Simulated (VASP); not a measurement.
# Ce (Cmcm) in VASP: notebook, part 2 of 2

VASP 6.6.1. The steps go on from the part before.

## (3) Relaxation of cell and atoms, PBE

This run uses another cell than the first one, of 24.38 Å³/atom, 0.916 times its volume.

INCAR reads:

```
SYSTEM = Ce
ALGO = Normal ; EDIFF = 1E-7
EDIFFG = -0.01 ; ENCUT = 600
GGA = PE ; IBRION = 2
ISIF = 3 ; ISMEAR = -1
LASPH = .TRUE. ; LCHARG = .FALSE.
LREAL = .FALSE. ; LWAVE = .FALSE.
NELM = 60 ; NSW = 60
PREC = Accurate ; SIGMA = 0.1
```

KPOINTS reads:

```
k-points
0
G
  6 6 4
  0 0 0
```

POSCAR reads:

```
Ce
1.0
    1.5470000000      3.0035000000      0.0000000000
    1.5470000000     -3.0035000000      0.0000000000
    0.0000000000      0.0000000000     -5.2460000000
Ce
2
Direct
    0.1050000000      0.8950000000      0.7500000000
    0.8950000000      0.1050000000      0.2500000000
```

Potentials or basis: VASP PAW PBE potentials, release 64 (Ce).

Run with:

```
$ cat potpaw_PBE.64/Ce/POTCAR > POTCAR
$ mpirun -np 1 vasp_std > vasp.out
```

OUTCAR:

```text
SYSTEM = Ce
   EDIFF = 1E-7
   EDIFFG = -0.01
   ENCUT = 600
   GGA = PE
   IBRION = 2
   ISIF = 3
   ISMEAR = -1
   LASPH = .TRUE.
   LREAL = .FALSE.
   NELM = 60
   NSW = 60
   PREC = Accurate

 ion  position               nearest neighbor table
   1  0.105  0.895  0.750-   2 2.91   2 2.91
   2  0.895  0.105  0.250-   1 2.91   1 2.91

  LATTYP: Found a base centered orthorhombic cell.
 ALAT       =     3.0940000000
 B/A-ratio  =     1.9414996768
 C/A-ratio  =     1.6955397544

  Lattice vectors:

 A1 = (   1.5470000000,   3.0035000000,   0.0000000000)
 A2 = (   1.5470000000,  -3.0035000000,   0.0000000000)
 A3 = (   0.0000000000,   0.0000000000,  -5.2460000000)

Analysis of symmetry for initial positions (statically):
[... 742 lines left out ...]
  free  energy   TOTEN  =       -11.9050966145 eV

  energy  without entropy=      -11.6971298524  energy(sigma->0) =      -11.80111323

[... ionic steps 4 to 8 ...]

--------------------------------------- Ionic step        9  -------------------------------------------

 number of electron      23.9999999 magnetization

------------------------ aborting loop because EDIFF is reached ----------------------------------------
[... 67 lines left out ...]
--------------------------------------- Ionic step       11  -------------------------------------------

 number of electron      23.9999999 magnetization

 Free energy of the ion-electron system (eV)
  ---------------------------------------------------
  ext. energy  EPLUGINS =         0.00000000
  ---------------------------------------------------
  free energy    TOTEN  =       -11.90984277 eV

  energy without entropy =      -11.70370865  energy(sigma->0) =      -11.80677571

 E-fermi :   9.1556     XC(G=0): -11.2513

 val. band max:        9.1396084210   @ k =   0.5000   0.5000   0.2500
 cond. band min:       9.1631448855   @ k =  -0.1667   0.1667   0.2500
 fundamental gap:      0.0235364644
 Fermi energy:         9.1556078127

 k-point     1 :       0.0000    0.0000    0.0000
  band No.  band energies     occupation
      1     -25.5958      2.00000
      2     -24.8140      2.00000
      3      -9.9696      2.00000
      4      -7.3997      2.00000
      5      -6.9349      2.00000
      6      -6.8105      2.00000
[... 476 lines left out ...]
  FREE ENERGIE OF THE ION-ELECTRON SYSTEM (eV)
  ---------------------------------------------------
  free  energy   TOTEN  =       -11.9098427652 eV

  energy  without entropy=      -11.7037086460  energy(sigma->0) =      -11.80677571

 reached required accuracy - stopping structural energy minimisation
```

It took 7.3 min on 1 thread of Intel Xeon Platinum 8259CL at 2.50GHz (Skylake/Cascade Lake), shared host; peak memory 0.21 GiB.

What came out:

| Property | Result |
| --- | --- |
| Free energy | -11.9098 eV |
| Relaxed volume | 26.59 Å³/atom |
| Relaxed cell | a = 3.491 Å, b = 3.491 Å, c = 5.289 Å, α = 90.00°, β = 90.00°, γ = 124.41° |
| Space group after relaxing (to 0.05 Å) | Cmcm (No. 63) |
| Energy gained by relaxing | 32.1 meV/atom |
| Ionic steps | 11 |
| Pressure after relaxing | 0.0 GPa |
| Band gap on the k mesh | zero (band 12 reaches 9.45 eV, above the bottom of band 13 at 8.80 eV) |

Forces in eV/Å, atoms in the order of the input:
```
Ce   0.000 -0.002  0.000
Ce   0.000  0.002  0.000
```

Step by step:
```tsv
step	energy change (eV)	largest force (eV/Å)	pressure (GPa)	volume (Å³)
1	0.0000	0.1249	3.92	48.75
2	-0.0592	0.0440	0.01	53.07
3	-0.0595	0.0368	-0.25	53.40
4	-0.0634	0.0304	-0.13	53.34
5	-0.0637	0.0270	-0.09	53.33
6	-0.0639	0.0284	0.01	53.20
7	-0.0640	0.0293	0.08	53.11
8	-0.0640	0.0296	0.11	53.08
9	-0.0642	0.0178	0.01	53.17
10	-0.0642	0.0116	-0.03	53.21
11	-0.0642	0.0022	0.00	53.18
```

Final structure:
```yaml
crystal:
  lattice:
    - [1.62780, 3.08835, 0.00000]
    - [1.62780, -3.08835, 0.00000]
    - [0.00000, 0.00000, -5.28912]
  atoms:
    - { symbol: Ce, position: [0.10207, 0.89793, 0.75000] }
    - { symbol: Ce, position: [0.89793, 0.10207, 0.25000] }
```

Caveat: the k points lie up to 0.36 Å⁻¹ apart in the final cell; spin-orbit coupling is left out, which moves the levels of the heavy elements. Zero-point motion and thermal expansion aren't in these numbers.

## (4) Relaxation of cell and atoms, PBE

This run uses another cell than the first one, of 24.38 Å³/atom, 0.916 times its volume.

INCAR reads:

```
  PREC = Accurate
  ENCUT = 600
  EDIFF = 1E-6
  ISMEAR = -1
  SIGMA = 0.1
  LREAL = F
  LASPH = T
  NELM = 80
  ALGO = Normal
  ISIF = 3
  LWAVE = F
  LCHARG = F
  GGA = PE
  IBRION = 2
  NSW = 60
  EDIFFG = -0.01
```

KPOINTS reads:

```
Automatic mesh
0
Gamma
  6 6 4
```

POSCAR is that of step 3.

Potentials or basis: VASP PAW PBE potentials, release 64 (Ce).

Run with:

```
$ cat potpaw_PBE.64/Ce/POTCAR > POTCAR
$ mpirun -np 1 vasp_std > vasp.out
```

OUTCAR:

```text
PREC = Accurate
   ENCUT = 600
   EDIFF = 1E-6
   ISMEAR = -1
   LREAL = F
   LASPH = T
   NELM = 80
   ISIF = 3
   GGA = PE
   IBRION = 2
   NSW = 60
   EDIFFG = -0.01

 ion  position               nearest neighbor table
   1  0.105  0.895  0.750-   2 2.91   2 2.91
   2  0.895  0.105  0.250-   1 2.91   1 2.91

  LATTYP: Found a base centered orthorhombic cell.
 ALAT       =     3.0940000000
 B/A-ratio  =     1.9414996768
 C/A-ratio  =     1.6955397544

  Lattice vectors:

 A1 = (   1.5470000000,   3.0035000000,   0.0000000000)
 A2 = (   1.5470000000,  -3.0035000000,   0.0000000000)
 A3 = (   0.0000000000,   0.0000000000,  -5.2460000000)

Analysis of symmetry for initial positions (statically):
[... 740 lines left out ...]
  FREE ENERGIE OF THE ION-ELECTRON SYSTEM (eV)
  ---------------------------------------------------
  free  energy   TOTEN  =       -11.9051009995 eV

  energy  without entropy=      -11.6972367154  energy(sigma->0) =      -11.80116886

[... ionic steps 4 to 10 ...]

--------------------------------------- Ionic step       11  -------------------------------------------

 number of electron      23.9999999 magnetization

------------------------ aborting loop because EDIFF is reached ----------------------------------------
[... 67 lines left out ...]
--------------------------------------- Ionic step       13  -------------------------------------------

 number of electron      23.9999999 magnetization

 Free energy of the ion-electron system (eV)
  ---------------------------------------------------
  ext. energy  EPLUGINS =         0.00000000
  ---------------------------------------------------
  free energy    TOTEN  =       -11.90982341 eV

  energy without entropy =      -11.70353297  energy(sigma->0) =      -11.80667819

 E-fermi :   9.1483     XC(G=0): -11.2476

 val. band max:        9.1317666969   @ k =   0.5000   0.5000   0.2500
 cond. band min:       9.1563034664   @ k =  -0.1667   0.1667   0.2500
 fundamental gap:      0.0245367695
 Fermi energy:         9.1482966549

 k-point     1 :       0.0000    0.0000    0.0000
  band No.  band energies     occupation
      1     -25.6017      2.00000
      2     -24.8242      2.00000
      3      -9.9700      2.00000
      4      -7.4078      2.00000
      5      -6.9439      2.00000
      6      -6.8185      2.00000
[... 476 lines left out ...]
  FREE ENERGIE OF THE ION-ELECTRON SYSTEM (eV)
  ---------------------------------------------------
  free  energy   TOTEN  =       -11.9098234111 eV

  energy  without entropy=      -11.7035329723  energy(sigma->0) =      -11.80667819

 reached required accuracy - stopping structural energy minimisation
```

CONTCAR:

```text
Ce
   1.00000000000000
     1.6284468788392226    3.0880080772900405    0.0000000000000000
     1.6284468788392226   -3.0880080772900405   -0.0000000000000000
     0.0000000000000000   -0.0000000000000000   -5.2917055821061663
  Ce
     2
Direct
     0.1022965604996038    0.8977034395003962    0.7500000000000000
     0.8977034395003962    0.1022965604996038    0.2500000000000000

  0.00000000E+00  0.00000000E+00  0.00000000E+00
  0.00000000E+00  0.00000000E+00  0.00000000E+00
```

Wall time 6 min (1 thread of Intel Xeon Platinum 8259CL at 2.50GHz (Skylake/Cascade Lake), shared host); peak memory 0.21 GiB.

What came out:

| Quantity | Value |
| --- | --- |
| Free energy | -11.9098 eV |
| Relaxed volume | 26.61 Å³/atom |
| Relaxed cell | a = 3.491 Å, b = 3.491 Å, c = 5.292 Å, α = 90.00°, β = 90.00°, γ = 124.39° |
| Space group after relaxing (to 0.05 Å) | Cmcm (No. 63) |
| Energy gained by relaxing | 32.1 meV/atom |
| Ionic steps | 13 |
| Pressure after relaxing | 0.0 GPa |
| Largest force after relaxing | 0.008 eV/Å |
| Band gap on the k mesh | zero (band 12 reaches 9.45 eV, above the bottom of band 13 at 8.80 eV) |

Forces in eV/Å, atoms in the order of the input:
```
Ce   0.000 -0.008  0.000
Ce   0.000  0.008  0.000
```

The path:
```
step  energy change (eV)  largest force (eV/Å)  pressure (GPa)  volume (Å³)
   1              0.0000                0.1249            3.91        48.75
   2             -0.0592                0.0435            0.02        53.07
   3             -0.0595                0.0363           -0.43        53.41
   4             -0.0594                0.0402           -0.15        53.26
   5             -0.0634                0.0332           -0.02        53.20
   6             -0.0637                0.0285            0.07        53.18
   7             -0.0637                0.0307           -0.03        53.18
   8             -0.0639                0.0282            0.04        53.14
   9             -0.0640                0.0267            0.09        53.07
  10             -0.0641                0.0255            0.08        53.05
  11             -0.0642                0.0114           -0.06        53.17
  12             -0.0642                0.0105            0.04        53.17
  13             -0.0642                0.0079           -0.05        53.22
```

Final structure:
```cif
data_structure
_symmetry_space_group_name_H-M 'P 1'
_symmetry_Int_Tables_number 1
_cell_length_a 3.4911
_cell_length_b 3.4911
_cell_length_c 5.2917
_cell_angle_alpha 90.000
_cell_angle_beta 90.000
_cell_angle_gamma 124.391
_cell_volume 53.22
loop_
_atom_site_label
_atom_site_type_symbol
_atom_site_fract_x
_atom_site_fract_y
_atom_site_fract_z
_atom_site_occupancy
Ce1 Ce 0.10230 0.89770 0.75000 1
Ce2 Ce 0.89770 0.10230 0.25000 1
```

Caveat: the k points lie up to 0.36 Å⁻¹ apart in the final cell; spin-orbit coupling is left out, which moves the levels of the heavy elements.
